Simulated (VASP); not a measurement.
# CoSi2 (I4/mmm) in VASP: a series of runs

The runs below take CoSi2 through single point, with PBE.

Everything below comes from runs of VASP 6.6.1. Logs are shortened: lines on timing, memory, paths and dates and some standing lists are left out, and cuts for length are marked.

### 1 The cell of the first run

Symmetry: I4/mmm, No. 139, tetragonal system. The conventional cell has a = 3.790 Å, b = 3.790 Å, c = 5.199 Å, α = 90.00°, β = 90.00°, γ = 90.00°. Co (site symmetry 4/mmm) has 8 Si at 2.30 Å within 3.0 Å. Within 3.0 Å of Si (site symmetry -4m2) lie 4 Co at 2.30 Å and 6 Si at 2.60 to 2.68 Å.

### 2 Single point, PBE (strain -0.0300 x Voigt [0, 1, 0, 0, 0, 0])

Contents of INCAR:

```
PREC = Accurate
ENCUT = 520
EDIFF = 1E-7
ISMEAR = 0
SIGMA = 0.15
LREAL = F
LASPH = T
NELM = 80
ALGO = Normal
ISIF = 2
LWAVE = F
LCHARG = F
GGA = PE
NBANDS = 16
```

Contents of KPOINTS:

```
Automatic mesh
0
Gamma
  16 16 16
```

Contents of POSCAR:

```
CoSi2
1.0
    0.0000000000      2.5995408861      2.6799390578
    2.6799390578      0.0000000000      2.6799390578
    2.6799390578      2.5995408861      0.0000000000
Co Si
1 2
Direct
    0.0000000000      0.0000000000      0.0000000000
    0.2500000000      0.2500000000      0.2500000000
    0.7500000000      0.7500000000      0.7500000000
```

Potentials or basis: VASP PAW PBE potentials, release 64 (Co, Si).

Run with:

```sh
$ cat potpaw_PBE.64/Co/POTCAR potpaw_PBE.64/Si/POTCAR > POTCAR
$ mpirun -np 1 vasp_std > vasp.out
```

OUTCAR:

```text
PREC = Accurate
   ENCUT = 520
   EDIFF = 1E-7
   ISMEAR = 0
   LREAL = F
   LASPH = T
   NELM = 80
   ISIF = 2
   GGA = PE

 ion  position               nearest neighbor table
   1  0.000  0.000  0.000-   3 2.30   3 2.30   3 2.30   2 2.30   3 2.30   2 2.30   2 2.30   2 2.30

   2  0.250  0.250  0.250-   1 2.30   1 2.30   1 2.30   1 2.30   3 2.60   3 2.60   3 2.68   3 2.68
                             3 2.68   3 2.68
   3  0.750  0.750  0.750-   1 2.30   1 2.30   1 2.30   1 2.30   2 2.60   2 2.60   2 2.68   2 2.68
                             2 2.68   2 2.68

  LATTYP: Found a body centered tetragonal cell.
 ALAT       =     3.7900061619
 C/A-ratio  =     1.3717871555

  Lattice vectors:

 A1 = (   0.0000000000,  -2.5995408861,   2.6799390578)
 A2 = (   0.0000000000,  -2.5995408861,  -2.6799390578)
 A3 = (   2.6799390578,   2.5995408861,   0.0000000000)

Analysis of symmetry for initial positions (statically):
=====================================================================
 Subroutine PRICEL returns:
 Original cell was already a primitive cell.

 Routine SETGRP: Setting up the symmetry group for a
 body centered tetragonal supercell.

 Subroutine GETGRP returns: Found 16 space group operations
 (whereof 16 operations were pure point group operations)
 out of a pool of 16 trial point group operations.

The static configuration has the point symmetry D_4h.

Analysis of symmetry for dynamics (positions and initial velocities):
=====================================================================
 Subroutine PRICEL returns:
 Original cell was already a primitive cell.

 Routine SETGRP: Setting up the symmetry group for a
 body centered tetragonal supercell.

 Subroutine GETGRP returns: Found 16 space group operations
 (whereof 16 operations were pure point group operations)
 out of a pool of 16 trial point group operations.

The dynamic configuration has the point symmetry D_4h.

 Subroutine INISYM returns: Found 16 space group operations
 (whereof 16 operations are pure point group operations),
 and found     1 'primitive' translations

----------------------------------------------------------------------------------------

                                     Primitive cell

  volume of cell :      37.3402

  direct lattice vectors                    reciprocal lattice vectors
     0.000000000  2.599540886  2.679939058    -0.186571407  0.192341656  0.186571407
     2.679939058  0.000000000  2.679939058     0.186571407 -0.192341656  0.186571407
     2.679939058  2.599540886  0.000000000     0.186571407  0.192341656 -0.186571407

  length of vectors
     3.733588913  3.790006162  3.733588913     0.326516604  0.326516604  0.326516604

  position of ions in fractional coordinates (direct lattice)
     0.000000000  0.000000000  0.000000000
     0.250000000  0.250000000  0.250000000
     0.750000000  0.750000000  0.750000000

  ion indices of the primitive-cell ions
   primitive index   ion index
                 1           1
                 2           2
                 3           3

----------------------------------------------------------------------------------------

 KPOINTS: Automatic mesh

Automatic generation of k-mesh.
 Grid dimensions read from file:
 generate k-points for:   16   16   16

 Generating k-lattice:

  Cartesian coordinates                     Fractional coordinates (reciprocal lattice)
    -0.011660713  0.012021354  0.011660713     0.062500000  0.000000000 -0.000000000
     0.011660713 -0.012021354  0.011660713     0.000000000  0.062500000  0.000000000
     0.011660713  0.012021354 -0.011660713    -0.000000000  0.000000000  0.062500000

  Length of vectors
     0.020407288  0.020407288  0.020407288

  Shift w.r.t. Gamma in fractional coordinates (k-lattice)
     0.000000000  0.000000000  0.000000000

 Subroutine IBZKPT returns following result:
 ===========================================

 Found    349 irreducible k-points:

 Following reciprocal coordinates:
            Coordinates               Weight
  0.000000  0.000000  0.000000      1.000000
  0.062500  0.000000 -0.000000      8.000000
  0.125000  0.000000 -0.000000      8.000000
  0.187500  0.000000 -0.000000      8.000000
  0.250000  0.000000 -0.000000      8.000000
  0.312500  0.000000  0.000000      8.000000
[... 16 lines left out ...]
 -0.125000  0.062500  0.000000     16.000000
 -0.062500  0.062500  0.000000      8.000000
 [... further k-points ...]
   k-points           NKPTS =    349   k-points in BZ     NKDIM =    349   number of bands    NBANDS=     16
   number of dos      NEDOS =    301   number of ions     NIONS =      3
   total plane-waves  NPLWV =  21952
   dimension x,y,z NGX =    28 NGY =   28 NGZ =   28
   dimension x,y,z NGXF=    56 NGYF=   56 NGZF=   56
   ions per type =               1   2
   NGX,Y,Z   is equivalent  to a cutoff of  12.47, 12.28, 12.47 a.u.
   NGXF,Y,Z  is equivalent  to a cutoff of  24.94, 24.56, 24.94 a.u.
 SYSTEM =  unknown system
   PREC   = accura    normal or accurate (medium, high low for compatibility)
   ISTART =      0    job   : 0-new  1-cont  2-samecut
   ICHARG =      2    charge: 1-file 2-atom 10-const
   ISPIN  =      1    spin polarized calculation?
   LNONCOLLINEAR =      F non collinear calculations
   LSORBIT =      F    spin-orbit coupling
   LASPH  =      T    aspherical Exc in radial PAW
   ENCUT  =  520.0 eV  38.22 Ry    6.18 a.u.   6.94  7.05  6.94*2*pi/ulx,y,z
   NELM   =     80;   NELMIN=  2; NELMDL= -5     # of ELM steps
   EDIFF  = 0.1E-06   stopping-criterion for ELM
   LREAL  =      F    real-space projection
   EDIFFG = 0.1E-05   stopping-criterion for IOM
   NSW    =      0    number of steps for IOM
   IBRION =     -1    ionic relax: 0-MD 1-quasi-New 2-CG
   NFREE  =      0    steps in history (QN), initial steepest desc. (CG)
   ISIF   =      2    stress and relaxation
   ISYM   =      2    0-nonsym 1-usesym 2-fastsym
   POTIM  = 0.5000    time-step for ionic-motion
   TEBEG  =    0.0;   TEEND  =   0.0 temperature during run
   PSTRESS=    0.0 pullay stress
   NELECT =      17.0000    total number of electrons
   NUPDOWN=      -1.0000    fix difference up-down
   EMIN   =  10.00;   EMAX   =-10.00  energy-range for DOS
   EFERMI =   0.00;   METHOD = LEGACY
   ISMEAR =     0;   SIGMA  =   0.15  broadening in eV -4-tet -1-fermi 0-gaus
   EFERMI_NEDOS =   21; number of points for ismear=-14 and -15
   IALGO  =     38    algorithm
   IMIX   =      4    mixing-type and parameters
     AMIX     =   0.40;   BMIX     =  1.00
     AMIX_MAG =   1.60;   BMIX_MAG =  1.00
  volume/ion in A,a.u.               =      12.45        83.99
  Fermi-wavevector in a.u.,A,eV,Ry     =   1.259406  2.379932 21.580236  1.586103
  Thomas-Fermi vector in A             =   2.392967
   LORBIT       =      0    0 simple, 1 ext, 2 COOP (PROOUT), +10 PAW based schemes
   GGA     = PE    functional components
   LHFCALC =     F    Hartree Fock is set to
   AEXX    =    0.0000 exact exchange contribution
   IVDW    =     0    specifies the selected vdW correction
   LEPSILON=     F    determine dielectric tensor
   LRPA    =     F    only Hartree local field effects (RPA)
 non-spin polarized calculation
 Gauss-broadening in eV      SIGMA  =   0.15
  energy-cutoff  :      520.00
  volume of cell :       37.34
 maximum number of plane-waves:      1022
   NGX = 13   NGY = 15   NGZ = 13

 number of electron      17.0000003 magnetization

 Free energy of the ion-electron system (eV)
  ---------------------------------------------------
  ext. energy  EPLUGINS =         0.00000000
  ---------------------------------------------------
  free energy    TOTEN  =       -19.27328472 eV

  energy without entropy =      -19.26198368  energy(sigma->0) =      -19.26763420

 E-fermi :  10.4643     XC(G=0): -11.8774

 val. band max:       10.4480732812   @ k =   0.3125  -0.1875   0.1250
 cond. band min:      10.4678703598   @ k =   0.3750   0.2500   0.0625
 fundamental gap:      0.0197970786
 Fermi energy:        10.4643357462

 k-point     1 :       0.0000    0.0000    0.0000
  band No.  band energies     occupation
      1      -2.8711      2.00000
      2       6.1752      2.00000
      3       6.3262      2.00000
      4       6.3262      2.00000
      5       8.4034      2.00000
      6       8.5479      2.00000
[... 8 lines left out ...]
     15      15.9090      0.00000
     16      17.0281      0.00000

 k-point     2 :       0.0625    0.0000   -0.0000
  band No.  band energies     occupation
      1      -2.8105      2.00000
      2       6.0944      2.00000
      3       6.2860      2.00000
      4       6.3462      2.00000
      5       8.3847      2.00000
      6       8.5286      2.00000
[... 8 lines left out ...]
     15      15.7678      0.00000
     16      16.7476      0.00000

 k-point     3 :       0.1250    0.0000   -0.0000
  band No.  band energies     occupation
      1      -2.6291      2.00000
      2       5.7130      2.00000
      3       6.3295      2.00000
      4       6.4028      2.00000
      5       8.3379      2.00000
      6       8.4789      2.00000
[... 8 lines left out ...]
     15      16.2382      0.00000
     16      16.3386      0.00000

 k-point     4 :       0.1875    0.0000   -0.0000
  band No.  band energies     occupation
      1      -2.3289      2.00000
      2       5.1081      2.00000
      3       6.4278      2.00000
      4       6.4856      2.00000
      5       8.2892      2.00000
      6       8.4217      2.00000
[... 8 lines left out ...]
     15      16.3761      0.00000
     16      17.2593      0.00000
[... 324 lines left out ...]
 k-point    22 :      -0.1875    0.0625    0.0000
  band No.  band energies     occupation
      1      -2.1445      2.00000
      2       4.8226      2.00000
      3       6.3756      2.00000
      4       6.5749      2.00000
      5       8.2076      2.00000
      6       8.4504      2.00000
[... 8 lines left out ...]
     15      16.9294      0.00000
     16      18.0882      0.00000

 k-point    23 :      -0.1250    0.0625    0.0000
  band No.  band energies     occupation
      1      -2.4849      2.00000
      2       5.4495      2.00000
      3       6.3352      2.00000
      4       6.4476      2.00000
      5       8.2892      2.00000
      6       8.4644      2.00000
[... 8 lines left out ...]
     15      16.2959      0.00000
     16      16.9929      0.00000

 k-point    24 :      -0.0625    0.0625    0.0000
  band No.  band energies     occupation
      1      -2.7077      2.00000
      2       5.8826      2.00000
      3       6.3264      2.00000
      4       6.3502      2.00000
      5       8.3633      2.00000
      6       8.4940      2.00000
[... 8 lines left out ...]
     15      16.1342      0.00000
     16      16.1493      0.00000

 [... further k-points ...]

------------------------ aborting loop because EDIFF is reached ----------------------------------------

  FORCE on cell =-STRESS in cart. coord.  units (eV):
  Direction    XX          YY          ZZ          XY          YZ          ZX
  --------------------------------------------------------------------------------------
  -------------------------------------------------------------------------------------
  Total        1.0913905      1.8375925      1.0913905      0.0000000      0.0000000      0.0000000
  in kB       46.8289345     78.8466605     46.8289345      0.0000000      0.0000000      0.0000000
  external PRESSURE =      57.5015098 kB  Pullay stress =       0.0000000 kB

 VOLUME and BASIS-vectors are now :
 -----------------------------------------------------------------------------
  energy-cutoff  :      520.00
  volume of cell :       37.34
      direct lattice vectors                 reciprocal lattice vectors
     0.000000000  2.599540886  2.679939058    -0.186571407  0.192341656  0.186571407
     2.679939058  0.000000000  2.679939058     0.186571407 -0.192341656  0.186571407
     2.679939058  2.599540886  0.000000000     0.186571407  0.192341656 -0.186571407

 POSITION                                       TOTAL-FORCE (eV/Angst)
 -----------------------------------------------------------------------------------
      0.00000      0.00000      0.00000         0.000000     -0.000000      0.000000
      1.33997      1.29977      1.33997        -0.000000     -0.000000     -0.000000
      4.01991      3.89931      4.01991         0.000000      0.000000      0.000000
 -----------------------------------------------------------------------------------
    total drift:                               -0.000000     -0.000000      0.000000

  FREE ENERGIE OF THE ION-ELECTRON SYSTEM (eV)
  ---------------------------------------------------
  free  energy   TOTEN  =       -19.2732847159 eV

  energy  without entropy=      -19.2619836777  energy(sigma->0) =      -19.26763420
```

It took 88 s on 1 thread of Intel Xeon 6975P-C (Granite Rapids), shared host; peak memory 0.31 GiB.

Results:

```yaml
Free_energy: -19.2733 eV
Pressure: 5.8 GPa
Band_gap_on_the_k_mesh: zero (an odd number of electrons rules out a gap without spin polarisation)
```

Levels at points of the mesh, in eV from the Fermi level:
| k point | band 7 | band 8 | band 9 | band 10 | band 11 | band 12 |
| --- | --- | --- | --- | --- | --- | --- |
| (0.00, 0.00, 0.00) | 1.06 | 3.26 | 3.36 | 3.36 | 3.67 | 3.67 |
| (0.50, 0.00, 0.00) | -1.68 | -0.59 | -0.38 | 2.83 | 3.47 | 3.49 |
| (0.50, 0.50, 0.00) | -2.03 | -1.95 | -1.36 | 1.78 | 3.01 | 8.55 |
| (0.50, 0.00, 0.50) | -1.99 | -1.90 | -1.41 | 1.55 | 2.85 | 8.65 |

Caveat: the cell differs from its parent crystal (strain -0.0300 x Voigt [0, 1, 0, 0, 0, 0]); the cell stands under pressure; an odd number of electrons without spin polarisation forces a metal; a magnetic or distorted state may lie lower. Spin polarisation is off, so any magnetic state and its effect on volume and gap are missing.

### 3 Single point, PBE (strain -0.0150 x Voigt [0, 1, 0, 0, 0, 0])

Contents of INCAR:

```
SYSTEM = CoSi2
PREC     = Accurate       ! precision mode
ENCUT    = 520            ! plane-wave cutoff, eV
EDIFF    = 1E-7           ! SCF threshold, eV
ISMEAR   = 0              ! smearing method
SIGMA    = 0.15           ! smearing width, eV
LREAL    = .False.        ! projectors in reciprocal space
LASPH    = .True.         ! aspherical terms in the spheres
NELM     = 80             ! most SCF steps
ALGO     = Normal         ! electronic algorithm
ISIF     = 2              ! what is computed and relaxed
LWAVE    = .False.        ! write WAVECAR
LCHARG   = .False.        ! write CHGCAR
GGA      = PE             ! functional
NBANDS   = 16             ! bands
```

Contents of KPOINTS:

```
regular mesh
0
Gamma
  16 16 16
  0 0 0
```

Contents of POSCAR:

```
CoSi2
1.0
    0.0000000000      2.6397399719      2.6799390578
    2.6799390578      0.0000000000      2.6799390578
    2.6799390578      2.6397399719      0.0000000000
Co Si
1 2
Direct
    0.0000000000      0.0000000000      0.0000000000
    0.2500000000      0.2500000000      0.2500000000
    0.7500000000      0.7500000000      0.7500000000
```

Potentials or basis: VASP PAW PBE potentials, release 64 (Co, Si).

Run with:

```sh
$ cat potpaw_PBE.64/Co/POTCAR potpaw_PBE.64/Si/POTCAR > POTCAR
$ mpirun -np 1 vasp_std > vasp.out
```

OUTCAR:

```text
SYSTEM = CoSi2
   PREC = Accurate
   ENCUT = 520
   EDIFF = 1E-7
   ISMEAR = 0
   LREAL = .False.
   LASPH = .True.
   NELM = 80
   ISIF = 2
   GGA = PE

 ion  position               nearest neighbor table
   1  0.000  0.000  0.000-   3 2.31   3 2.31   3 2.31   2 2.31   3 2.31   2 2.31   2 2.31   2 2.31

   2  0.250  0.250  0.250-   1 2.31   1 2.31   1 2.31   1 2.31   3 2.64   3 2.64   3 2.68   3 2.68
                             3 2.68   3 2.68
   3  0.750  0.750  0.750-   1 2.31   1 2.31   1 2.31   1 2.31   2 2.64   2 2.64   2 2.68   2 2.68
                             2 2.68   2 2.68

[... 655 lines left out ...]
  --------------------------------------------------------------------------------------
  -------------------------------------------------------------------------------------
  Total        0.5164428      0.8603964      0.5164428      0.0000000      0.0000000      0.0000000
  in kB       21.8218648     36.3553371     21.8218648      0.0000000      0.0000000      0.0000000
  external PRESSURE =      26.6663556 kB  Pullay stress =       0.0000000 kB

 VOLUME and BASIS-vectors are now :
 -----------------------------------------------------------------------------
  energy-cutoff  :      520.00
  volume of cell :       37.92
      direct lattice vectors                 reciprocal lattice vectors
     0.000000000  2.639739972  2.679939058    -0.186571407  0.189412596  0.186571407
     2.679939058  0.000000000  2.679939058     0.186571407 -0.189412596  0.186571407
     2.679939058  2.639739972  0.000000000     0.186571407  0.189412596 -0.186571407

 POSITION                                       TOTAL-FORCE (eV/Angst)
 -----------------------------------------------------------------------------------
      0.00000      0.00000      0.00000        -0.000000     -0.000000     -0.000000
      1.33997      1.31987      1.33997        -0.000000      0.000000     -0.000000
      4.01991      3.95961      4.01991         0.000000     -0.000000      0.000000
 -----------------------------------------------------------------------------------
    total drift:                               -0.000000     -0.000000      0.000000

  FREE ENERGIE OF THE ION-ELECTRON SYSTEM (eV)
  ---------------------------------------------------
  free  energy   TOTEN  =       -19.2939018057 eV

  energy  without entropy=      -19.2824158574  energy(sigma->0) =      -19.28815883
```

stdout:

```text
POSCAR found type information on POSCAR CoSi
 POSCAR found :  2 types and       3 ions
 scaLAPACK will be used
 LDA part: xc-table for (Slater+PW92), standard interpolation
 POSCAR, INCAR and KPOINTS ok, starting setup
 FFT: planning ... GRIDC
 FFT: planning ... GRID_SOFT
 FFT: planning ... GRID
 WAVECAR not read
 entering main loop
```

It took 90 s on 1 thread of Intel Xeon 6975P-C (Granite Rapids), shared host; peak memory 0.32 GiB.

What came out:

```yaml
Free_energy: -19.2939 eV
Pressure: 2.7 GPa
Band_gap_on_the_k_mesh: zero (an odd number of electrons rules out a gap without spin polarisation)
```

Stress tensor (GPa, compression positive):
```
2.18 0.00 0.00
0.00 3.64 0.00
0.00 0.00 2.18
```

Levels at points of the mesh, in eV from the Fermi level:
```
           k point  band 6  band 7  band 8  band 9  band 10  band 11  band 12  band 13
(0.00, 0.00, 0.00)   -1.90    0.90    3.34    3.41     3.41     3.54     3.54     3.58
(0.50, 0.00, 0.00)   -1.65   -1.64   -0.52   -0.42     2.76     3.44     3.47     4.49
(0.50, 0.50, 0.00)   -2.03   -1.95   -1.94   -1.34     1.67     2.97     8.56     9.51
(0.50, 0.00, 0.50)   -1.96   -1.96   -1.90   -1.36     1.57     2.90     8.61     9.69
```

Caveat: the cell differs from its parent crystal (strain -0.0150 x Voigt [0, 1, 0, 0, 0, 0]); an odd number of electrons without spin polarisation forces a metal; a magnetic or distorted state may lie lower. Spin polarisation is off, so any magnetic state and its effect on volume and gap are missing.

[end of part 1 of 2]
